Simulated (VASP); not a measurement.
A run of VASP 6.6.1 is set up as follows.

File INCAR:

```
SYSTEM = Zr2Ti
ALGO = Normal
EDIFF = 1E-7
EDIFFG = -0.01
ENCUT = 500
GGA = PE
GGA_COMPAT = .False.
IBRION = 2
ISIF = 3
ISMEAR = 0
LASPH = .True.
LCHARG = .False.
LREAL = .False.
LWAVE = .False.
NELM = 120
NELMIN = 4
NSW = 100
PREC = Accurate
SIGMA = 0.1
```

Contents of KPOINTS:

```
k-points
0
Gamma
  8 8 8
  0 0 0
```

POSCAR

```
Zr2Ti
1.0
    0.0000000000      4.0452281959      4.0452281959
    4.0452281959      0.0000000000      4.0452281959
    4.0452281959      4.0452281959      0.0000000000
Zr Ti
4 2
Direct
    0.1250000000      0.1250000000      0.1250000000
    0.6250000000      0.1250000000      0.1250000000
    0.1250000000      0.1250000000      0.6250000000
    0.1250000000      0.6250000000      0.1250000000
    0.5000000000      0.5000000000      0.5000000000
    0.7500000000      0.7500000000      0.7500000000
```

Potentials or basis: VASP PAW PBE potentials, release 64 (Zr_sv, Ti_sv).

Run with:

```console
$ cat potpaw_PBE.64/Zr_sv/POTCAR potpaw_PBE.64/Ti_sv/POTCAR > POTCAR
$ mpirun -np 1 vasp_std > vasp.out
```

Q: Estimate the relaxed cell.

A: a = 5.725 Å, b = 5.725 Å, c = 5.725 Å, α = 60.00°, β = 60.00°, γ = 60.00°.

Q: Estimate the band gap on the k mesh.

A: Zero (bands 36 and 37 overlap by 0.13 eV).

Final structure:
```
Zr Ti
1.0
     0.00000    4.04809    4.04809
     4.04809    0.00000    4.04809
     4.04809    4.04809    0.00000
Zr Ti
4 2
Direct
  0.12500 0.12500 0.12500
  0.62500 0.12500 0.12500
  0.12500 0.12500 0.62500
  0.12500 0.62500 0.12500
  0.50000 0.50000 0.50000
  0.75000 0.75000 0.75000
```
